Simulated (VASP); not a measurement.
# GdOs3 in VASP: a series of runs

The runs below take GdOs3 through single point, with PBE.

Everything below comes from runs of VASP 6.6.1. Logs are shortened: lines on timing, memory, paths and dates and some standing lists are left out, and cuts for length are marked.

### Step 1. The cell of the first run

Symmetry: Pm-3m, No. 221, cubic system. The conventional cell has a = 4.065 Å, b = 4.065 Å, c = 4.065 Å, α = 90.00°, β = 90.00°, γ = 90.00°. Gd (site symmetry m-3m) has 12 Os at 2.87 Å within 3.8 Å. Within 3.8 Å of Os (site symmetry 4/mmm) lie 4 Gd at 2.87 Å and 8 Os at 2.87 Å. Within 3.8 Å of Os (site symmetry 4/mmm) lie 4 Gd at 2.87 Å and 8 Os at 2.87 Å.

### Step 2. Single point, PBE, collinear spin, antiferromagnetic start

Input file INCAR:

```
SYSTEM = GdOs3
ALGO = Normal
EDIFF = 1E-6
ENCUT = 520
GGA = PE
ISIF = 2
ISMEAR = 0
ISPIN = 2
KPAR = 4
LASPH = .True.
LCHARG = .False.
LMAXMIX = 6
LORBIT = 11
LREAL = .False.
LWAVE = .False.
MAGMOM = 7 -7 0 0 0 0 0 0
NBANDS = 56
NELM = 150
PREC = Accurate
SIGMA = 0.05
```

Input file KPOINTS:

```
k-points
0
Gamma
  8 8 4
  0 0 0
```

Input file POSCAR:

```
GdOs3
1.0
    4.0654842343      0.0000000000      0.0000000000
    0.0000000000      4.0654842343      0.0000000000
    0.0000000000      0.0000000000      8.1309684686
Gd Os
2 6
Direct
    0.0000000000      0.0000000000      0.0000000000
    0.0000000000      0.0000000000      0.5000000000
    0.0000000000      0.5000000000      0.2500000000
    0.5000000000      0.5000000000      0.0000000000
    0.5000000000      0.0000000000      0.2500000000
    0.0000000000      0.5000000000      0.7500000000
    0.5000000000      0.5000000000      0.5000000000
    0.5000000000      0.0000000000      0.7500000000
```

Potentials or basis: VASP PAW PBE potentials, release 64 (Gd, Os).

Started as:

```console
> cat potpaw_PBE.64/Gd/POTCAR potpaw_PBE.64/Os/POTCAR > POTCAR
> mpirun -np 4 vasp_std > vasp.out
```

OUTCAR:

```text
SYSTEM = GdOs3
   EDIFF = 1E-6
   ENCUT = 520
   GGA = PE
   ISIF = 2
   ISMEAR = 0
   ISPIN = 2
   LASPH = .True.
   LORBIT = 11
   LREAL = .False.
   NELM = 150
   PREC = Accurate

 ion  position               nearest neighbor table
   1  0.000  0.000  0.000-   3 2.87   4 2.87   5 2.87   6 2.87   8 2.87   3 2.87   4 2.87   6 2.87
                             4 2.87   5 2.87   8 2.87   4 2.87
   2  0.000  0.000  0.500-   3 2.87   5 2.87   6 2.87   7 2.87   8 2.87   3 2.87   6 2.87   7 2.87
                             5 2.87   7 2.87   8 2.87   7 2.87
   3  0.000  0.500  0.250-   1 2.87   2 2.87   4 2.87   5 2.87   7 2.87   1 2.87   2 2.87   5 2.87
                             4 2.87   5 2.87   7 2.87   5 2.87
   4  0.500  0.500  0.000-   1 2.87   3 2.87   5 2.87   6 2.87   8 2.87   1 2.87   5 2.87   8 2.87
                             1 2.87   3 2.87   6 2.87   1 2.87
   5  0.500  0.000  0.250-   1 2.87   2 2.87   3 2.87   4 2.87   7 2.87   3 2.87   4 2.87   7 2.87
                             1 2.87   2 2.87   3 2.87   3 2.87
   6  0.000  0.500  0.750-   1 2.87   2 2.87   4 2.87   7 2.87   8 2.87   1 2.87   2 2.87   8 2.87
                             4 2.87   7 2.87   8 2.87   8 2.87
   7  0.500  0.500  0.500-   2 2.87   3 2.87   5 2.87   6 2.87   8 2.87   2 2.87   5 2.87   8 2.87
                             2 2.87   3 2.87   6 2.87   2 2.87
   8  0.500  0.000  0.750-   1 2.87   2 2.87   4 2.87   6 2.87   7 2.87   4 2.87   6 2.87   7 2.87
                             1 2.87   2 2.87   6 2.87   6 2.87

  LATTYP: Found a simple tetragonal cell.
 ALAT       =     4.0654842343
 C/A-ratio  =     2.0000000000

  Lattice vectors:

 A1 = (   4.0654842343,   0.0000000000,   0.0000000000)
 A2 = (   0.0000000000,   4.0654842343,   0.0000000000)
 A3 = (   0.0000000000,   0.0000000000,   8.1309684686)

Analysis of symmetry for initial positions (statically):
=====================================================================
 Subroutine PRICEL returns following result:

  LATTYP: Found a simple cubic cell.
 ALAT       =     4.0654842343
[... 12 lines left out ...]
 Subroutine GETGRP returns: Found 16 space group operations
 (whereof 16 operations were pure point group operations)
 out of a pool of 16 trial point group operations.

The static configuration has the point symmetry D_4h.

Analysis of symmetry for dynamics (positions and initial velocities):
=====================================================================
 Subroutine PRICEL returns following result:

  LATTYP: Found a simple cubic cell.
 ALAT       =     4.0654842343
[... 12 lines left out ...]
 Subroutine GETGRP returns: Found 16 space group operations
 (whereof 16 operations were pure point group operations)
[... 179 lines left out ...]

 E-fermi :   6.4393     XC(G=0): -13.0921

 val. band max:        6.4358634297   @ k =   0.1250   0.0000   0.0000
 cond. band min:       6.4409632662   @ k =   0.3750   0.1250   0.5000
 fundamental gap:      0.0050998365
 Fermi energy:         6.4393074242

 spin component 1

 k-point     1 :       0.0000    0.0000    0.0000
  band No.  band energies     occupation
      1     -36.6271      1.00000
      2     -33.5684      1.00000
      3     -14.3328      1.00000
      4     -14.2129      1.00000
      5     -14.2129      1.00000
      6     -12.2690      1.00000
[... 1357 lines left out ...]
     53       9.1081      0.00000
     54       9.1409      0.00000

 [... further k-points ...]

 spin component 2

 k-point     1 :       0.0000    0.0000    0.0000
  band No.  band energies     occupation
      1     -36.6271      1.00000
      2     -33.5684      1.00000
      3     -14.3328      1.00000
      4     -14.2129      1.00000
      5     -14.2129      1.00000
      6     -12.2690      1.00000
[... 1357 lines left out ...]
     53       9.1081      0.00000
     54       9.1409      0.00000

 [... further k-points ...]

 [bands above 54 left out]

------------------------ aborting loop because EDIFF is reached ----------------------------------------

  FORCE on cell =-STRESS in cart. coord.  units (eV):
  Direction    XX          YY          ZZ          XY          YZ          ZX
  --------------------------------------------------------------------------------------
  -------------------------------------------------------------------------------------
  Total        0.1979855      0.1979855      0.4058657      0.0000000      0.0000000      0.0000000
  in kB        2.3603534      2.3603534      4.8386715      0.0000000      0.0000000      0.0000000
  external PRESSURE =       3.1864594 kB  Pullay stress =       0.0000000 kB

 VOLUME and BASIS-vectors are now :
 -----------------------------------------------------------------------------
  energy-cutoff  :      520.00
  volume of cell :      134.39
      direct lattice vectors                 reciprocal lattice vectors
     4.065484234  0.000000000  0.000000000     0.245973159  0.000000000  0.000000000
     0.000000000  4.065484234  0.000000000     0.000000000  0.245973159  0.000000000
     0.000000000  0.000000000  8.130968469     0.000000000  0.000000000  0.122986580

 POSITION                                       TOTAL-FORCE (eV/Angst)
 -----------------------------------------------------------------------------------
      0.00000      0.00000      0.00000         0.000000      0.000000      0.000000
      0.00000      0.00000      4.06548         0.000000      0.000000      0.000000
      0.00000      2.03274      2.03274        -0.000000      0.000000      0.000000
      2.03274      2.03274      0.00000        -0.000000     -0.000000     -0.000000
      2.03274      0.00000      2.03274         0.000000     -0.000000      0.000000
      0.00000      2.03274      6.09823        -0.000000      0.000000      0.000000
      2.03274      2.03274      4.06548        -0.000000     -0.000000      0.000000
      2.03274      0.00000      6.09823         0.000000     -0.000000      0.000000
 -----------------------------------------------------------------------------------
    total drift:                               -0.000000      0.000000      0.000000

  FREE ENERGIE OF THE ION-ELECTRON SYSTEM (eV)
  ---------------------------------------------------
  free  energy   TOTEN  =       -87.1209262576 eV

  energy  without entropy=      -87.1083541813  energy(sigma->0) =      -87.11464022

 total charge

# of ion       s       p       d       f       tot
--------------------------------------------------
    1        2.067   5.639   0.775   7.008  15.491
    2        2.067   5.639   0.775   7.008  15.491
    3        0.652   0.486   5.987   0.000   7.125
    4        0.652   0.486   5.986   0.000   7.124
    5        0.652   0.486   5.987   0.000   7.125
    6        0.652   0.486   5.987   0.000   7.125
    7        0.652   0.486   5.986   0.000   7.124
    8        0.652   0.486   5.987   0.000   7.125
--------------------------------------------------
tot          8.047  14.196  37.471  14.017  73.731

 magnetization (x)

# of ion       s       p       d       f       tot
--------------------------------------------------
    1        0.001  -0.067   0.074   6.693   6.701
    2       -0.001   0.067  -0.074  -6.693  -6.701
    3        0.000   0.000   0.000   0.000   0.000
    4       -0.007   0.004  -0.264   0.000  -0.267
    5        0.000   0.000   0.000   0.000   0.000
    6        0.000   0.000   0.000   0.000   0.000
    7        0.007  -0.004   0.264   0.000   0.267
    8        0.000   0.000   0.000   0.000   0.000
--------------------------------------------------
tot          0.000   0.000   0.000   0.000   0.000
```

OSZICAR:

```text
N       E                     dE             d eps       ncg     rms          rms(c)
DAV:   1     0.694824012654E+03    0.69482E+03   -0.31166E+04 16496   0.729E+03
DAV:   2     0.892956135898E+02   -0.60553E+03   -0.56044E+03 17384   0.105E+03
[... 30 lines left out ...]
DAV:  33    -0.871209767380E+02    0.11497E-03   -0.16620E-04 18784   0.307E-01    0.625E-01
DAV:  34    -0.871209283774E+02    0.48361E-04   -0.18082E-04 18544   0.217E-01    0.295E-01
DAV:  35    -0.871209216832E+02    0.66942E-05   -0.83812E-05 17440   0.137E-01    0.108E-01
DAV:  36    -0.871209232911E+02   -0.16079E-05   -0.71622E-05 18248   0.703E-02    0.495E-02
DAV:  37    -0.871209263648E+02   -0.30736E-05   -0.32727E-05 17216   0.350E-02    0.135E-01
DAV:  38    -0.871209262576E+02    0.10717E-06   -0.33875E-07  7072   0.111E-02
   1 F= -.87120926E+02 E0= -.87114640E+02  d E =-.125721E-01  mag=    -0.0000
```

It took 8.5 min on 4 MPI ranks of AMD EPYC 7R13 (Zen 3), shared host; peak memory 0.61 GiB.

Results:

* Free energy: -87.1209 eV
* Pressure: 0.3 GPa
* Band gap on the k mesh: zero (filled and empty bands overlap)
* Net moment: 0.00 μB per cell
* Site moments: Gd +6.70, -6.70; Os +0.00, -0.27, +0.27 (each value once) μB
* Valence electrons inside the program's atomic spheres: Gd 15.49; Os 7.12

Stress tensor (GPa, compression positive):
```
0.24 0.00 0.00
0.00 0.24 0.00
0.00 0.00 0.48
```

Levels at points of the mesh, in eV from the Fermi level:
Spin up:
| k point | band 39 | band 40 | band 41 | band 42 | band 43 | band 44 | band 45 | band 46 | band 47 | band 48 |
| --- | --- | --- | --- | --- | --- | --- | --- | --- | --- | --- |
| (0.00, 0.00, 0.00) | -0.01 | -0.01 | 0.91 | 0.91 | 1.19 | 2.26 | 2.44 | 2.44 | 2.49 | 2.56 |
| (0.50, 0.00, 0.00) | -0.73 | -0.70 | -0.63 | -0.49 | -0.22 | -0.21 | 0.03 | 0.28 | 0.43 | 1.20 |
| (0.50, 0.50, 0.00) | -0.60 | -0.56 | -0.53 | -0.46 | -0.02 | 0.20 | 0.28 | 2.23 | 2.23 | 2.23 |
| (0.00, 0.00, 0.50) | 0.30 | 0.40 | 0.40 | 0.69 | 0.74 | 0.93 | 0.95 | 1.39 | 1.43 | 2.44 |
| (0.50, 0.00, 0.50) | -1.15 | -0.38 | -0.26 | 0.05 | 0.22 | 0.27 | 0.34 | 0.39 | 0.49 | 1.20 |
| (0.50, 0.50, 0.50) | -0.86 | -0.36 | -0.12 | -0.12 | -0.03 | -0.03 | 0.00 | 0.84 | 0.85 | 1.46 |
Spin down:
```csv
k point,band 40,band 41,band 42,band 43,band 44,band 45,band 46,band 47
"(0.00, 0.00, 0.00)",-0.01,0.91,0.91,1.19,2.26,2.44,2.44,2.49
"(0.50, 0.00, 0.00)",-0.70,-0.63,-0.49,-0.22,-0.21,0.03,0.28,0.43
"(0.50, 0.50, 0.00)",-0.56,-0.53,-0.46,-0.02,0.20,0.28,2.23,2.23
"(0.00, 0.00, 0.50)",0.40,0.40,0.69,0.74,0.93,0.95,1.39,1.43
"(0.50, 0.00, 0.50)",-0.38,-0.26,0.05,0.22,0.27,0.34,0.39,0.49
"(0.50, 0.50, 0.50)",-0.36,-0.12,-0.12,-0.03,-0.03,0.00,0.84,0.85
```

Caveat: the antiferromagnetic order is the one typed at the start, and another may lie lower; spin-orbit coupling is left out, which moves the levels of the heavy elements; semilocal functionals describe open f shells poorly, which spoils levels, moments and volumes. The state reached can hang on the start; a lower one may exist.

### Step 3. Single point, PBE, collinear spin, ferromagnetic start

This run uses another cell than the first one: it holds 4 atoms, not 8.

Input file INCAR:

```
SYSTEM = GdOs3
ALGO = Normal
EDIFF = 1E-6
ENCUT = 520
GGA = PE
ISIF = 2
ISMEAR = 0
ISPIN = 2
LASPH = .TRUE.
LCHARG = .TRUE.
LELF = .TRUE.
LMAXMIX = 6
LORBIT = 11
LREAL = .FALSE.
LVHAR = .TRUE.
LWAVE = .FALSE.
MAGMOM = 7.49 0 0 0
NBANDS = 33
NELM = 150
PREC = Accurate
SIGMA = 0.05
```

Input file KPOINTS:

```
k-points
0
G
  8 8 8
  0 0 0
```

Input file POSCAR:

```
GdOs3
1.0
    4.0654842343      0.0000000000      0.0000000000
    0.0000000000      4.0248293920      0.0000000000
    0.0000000000      0.0000000000      4.0654842343
Gd Os
1 3
Direct
    0.0000000000      0.0000000000      0.0000000000
    0.0000000000      0.5000000000      0.5000000000
    0.5000000000      0.5000000000      0.0000000000
    0.5000000000      0.0000000000      0.5000000000
```

Potentials or basis: VASP PAW PBE potentials, release 64 (Gd, Os).

Started as:

```console
> cat potpaw_PBE.64/Gd/POTCAR potpaw_PBE.64/Os/POTCAR > POTCAR
> mpirun -np 1 vasp_std > vasp.out
```

Run time: 4 min. Hardware: 1 thread of AMD EPYC 9R45 (Zen 5), shared host; peak memory 0.36 GiB.

The run converged. Its results:

```
Free energy                                           : -43.5975 eV
Pressure                                              : 2.5 GPa
Net moment                                            : 5.94 μB per cell
Site moments                                          : Gd +6.67; Os -0.33, -0.32 (each value once) μB
Valence electrons inside the program's atomic spheres : Gd 15.51; Os 7.15
```

Stress tensor (GPa, compression positive):
```
2.24 0.00 0.00
0.00 3.06 0.00
0.00 0.00 2.24
```

Levels at points of the mesh, in eV from the Fermi level:
Spin up:
```
           k point  band 21  band 22  band 23  band 24  band 25  band 26  band 27  band 28
(0.00, 0.00, 0.00)    -1.07     0.98     1.09     2.37     2.83     2.92     2.92     3.71
(0.50, 0.00, 0.00)    -1.97    -0.84    -0.78     0.00     0.25     0.25     1.42     2.92
(0.00, 0.50, 0.00)    -1.99    -0.78    -0.70     0.03     0.22     0.22     1.37     2.84
(0.50, 0.50, 0.00)    -1.81    -1.61    -0.68    -0.67    -0.41    -0.38     0.34     0.69
(0.50, 0.00, 0.50)    -1.84    -1.54    -0.71    -0.68    -0.40    -0.40     0.30     0.66
(0.50, 0.50, 0.50)    -1.26    -0.57    -0.43     0.10     2.32     2.32     2.36     2.36
```
Spin down:
| k point | band 17 | band 18 | band 19 | band 20 | band 21 | band 22 |
| --- | --- | --- | --- | --- | --- | --- |
| (0.00, 0.00, 0.00) | 2.15 | 2.22 | 2.22 | 2.25 | 2.34 | 2.34 |
| (0.50, 0.00, 0.00) | -0.75 | -0.30 | -0.30 | 1.04 | 2.61 | 2.61 |
| (0.00, 0.50, 0.00) | -0.70 | -0.33 | -0.33 | 0.97 | 2.62 | 2.62 |
| (0.50, 0.50, 0.00) | -0.86 | -0.85 | -0.42 | -0.28 | 0.19 | 2.50 |
| (0.50, 0.00, 0.50) | -0.88 | -0.88 | -0.42 | -0.33 | 0.16 | 2.49 |
| (0.50, 0.50, 0.50) | -0.22 | 2.09 | 2.09 | 2.12 | 2.17 | 2.17 |

Caveat: spin-orbit coupling is left out, which moves the levels of the heavy elements; semilocal functionals describe open f shells poorly, which spoils levels, moments and volumes.

### Step 4. Single point, PBE, collinear spin, ferromagnetic start (atom 1 (Gd) moved 0.02 Å along y)

Input file INCAR:

```
PREC = Accurate
ENCUT = 520
EDIFF = 1E-7
ISMEAR = 0
SIGMA = 0.05
LREAL = F
LASPH = T
NELM = 150
ALGO = Normal
ISIF = 2
LWAVE = F
LCHARG = T
ISPIN = 2
MAGMOM = 7.49 0 0 0
LORBIT = 11
LMAXMIX = 6
GGA = PE
LELF = T
LVHAR = T
NBANDS = 33
```

Input file KPOINTS:

```
Automatic mesh
0
Gamma
  8 8 8
```

Input file POSCAR:

```
GdOs3
1.0
    4.0654842343      0.0000000000      0.0000000000
    0.0000000000      4.0654842343      0.0000000000
    0.0000000000      0.0000000000      4.0654842343
Gd Os
1 3
Direct
    0.0000000000      0.0049194632      0.0000000000
    0.0000000000      0.5000000000      0.5000000000
    0.5000000000      0.5000000000      0.0000000000
    0.5000000000      0.0000000000      0.5000000000
```

Started as:

```console
> cat potpaw_PBE.64/Gd/POTCAR potpaw_PBE.64/Os/POTCAR > POTCAR
> mpirun -np 1 vasp_std > vasp.out
```

Wall time 11 min (1 thread of Intel Xeon Platinum 8259CL at 2.50GHz (Skylake/Cascade Lake), shared host); peak memory 0.4 GiB.

The run converged. Its results:

```yaml
Free_energy: -43.6019 eV
Pressure: 0.3 GPa
Largest_force: 0.294 eV/Å
Net_moment: 5.94 μB per cell
Site_moments: Gd +6.68; Os -0.32 μB
Valence_electrons_inside_the_program's_atomic_spheres: Gd 15.49; Os 7.13
```

Forces on the atoms (eV/Å):
```
Gd   0.000 -0.294  0.000
Os   0.000  0.166  0.000
Os   0.000  0.166  0.000
Os   0.000 -0.038  0.000
```

Levels at points of the mesh, in eV from the Fermi level:
Spin up:
| k point | band 22 | band 23 | band 24 | band 25 | band 26 | band 27 |
| --- | --- | --- | --- | --- | --- | --- |
| (0.00, 0.00, 0.00) | 1.02 | 1.02 | 2.34 | 2.84 | 2.84 | 2.84 |
| (0.50, 0.00, 0.00) | -0.81 | -0.76 | 0.00 | 0.23 | 0.23 | 1.38 |
| (0.00, 0.50, 0.00) | -0.81 | -0.76 | 0.00 | 0.23 | 0.23 | 1.38 |
| (0.50, 0.50, 0.00) | -1.58 | -0.67 | -0.66 | -0.40 | -0.39 | 0.33 |
| (0.50, 0.00, 0.50) | -1.58 | -0.67 | -0.65 | -0.40 | -0.40 | 0.33 |
| (0.50, 0.50, 0.50) | -0.49 | -0.48 | 0.10 | 2.30 | 2.30 | 2.30 |
Spin down:
```tsv
k point	band 17	band 18	band 19	band 20	band 21	band 22
(0.00, 0.00, 0.00)	2.11	2.22	2.22	2.22	2.33	2.33
(0.50, 0.00, 0.00)	-0.72	-0.31	-0.31	0.99	2.60	2.60
(0.00, 0.50, 0.00)	-0.72	-0.31	-0.31	0.99	2.60	2.60
(0.50, 0.50, 0.00)	-0.86	-0.85	-0.40	-0.29	0.18	2.48
(0.50, 0.00, 0.50)	-0.86	-0.86	-0.40	-0.29	0.18	2.48
(0.50, 0.50, 0.50)	-0.21	2.08	2.08	2.08	2.15	2.15
```

Caveat: the cell differs from its parent crystal (atom 1 (Gd) moved 0.02 Å along y); spin-orbit coupling is left out, which moves the levels of the heavy elements; semilocal functionals describe open f shells poorly, which spoils levels, moments and volumes.

### Step 5. Summary

```csv
spin,cell,k mesh,gap on the mesh (eV),pressure (GPa),moment (μB)
"collinear, antiferromagnetic start","a = 4.065, b = 4.065, c = 8.131 Å, 8 atoms, atomic positions A",8 × 8 × 4,none,0.3,0.00
"collinear, ferromagnetic start","a = 4.065, b = 4.025 Å, 4 atoms, atomic positions B",8 × 8 × 8,none,2.5,5.94
"collinear, ferromagnetic start","a = 4.065 Å, 4 atoms, atomic positions C",8 × 8 × 8,none,0.3,5.94
```

Alike in all rows: task single point; level PBE; potentials or basis VASP PAW PBE potentials, release 64 (Gd, Os); cutoff (eV) 520; smearing gaussian 0.05 eV.

Caveats: spin-orbit coupling is left out, which moves the levels of the heavy elements; semilocal functionals describe open f shells poorly, which spoils levels, moments and volumes; the antiferromagnetic order is the one typed at the start, and another may lie lower (at least some runs).

Absolute energies hang on the potentials; compare differences alone.
